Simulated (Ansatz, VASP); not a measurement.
BaCaS2 in VASP and in Ansatz

```xyz
4
Lattice="2.1637 1.2492 7.1117 -2.1637 1.2492 7.1117 0.0000 -2.4984 7.1117" Properties=species:S:1:pos:R:3 pbc="T T T"
Ca    2.1637    1.2492    7.1117
Ba    0.0000    0.0000   10.6676
S     0.0000    0.0000    5.5217
S     0.0000    0.0000   15.8134
```

Alike in both runs: task single point; functional PBE; k mesh 6 × 6 × 6; no spin polarisation.

|  | VASP | Ansatz |
| --- | --- | --- |
| version | VASP 6.6.1 | Ansatz 0.2.0 |
| potentials or method | VASP PAW PBE potentials, release 64 (Ca_sv, Ba_sv, S) | plane waves, PAW |
| plane-wave cutoff (eV) | 520 | 420 |
| occupations | gaussian, width 0.01 eV | fixed |
| valence electrons in the cell | 32 | 32 |

```csv
,VASP,Ansatz,Ansatz less VASP
gap on the k mesh at the Fermi level (eV),2.12,2.19,+0.065
pressure (GPa),-0.9,-1.3,-0.42
rms of the force components (eV/Å),0.013,0.012,-0.0006
```

Atom by atom the forces differ by 0.025 eV/Å (rms over components).

Neither program's run includes spin-orbit coupling.
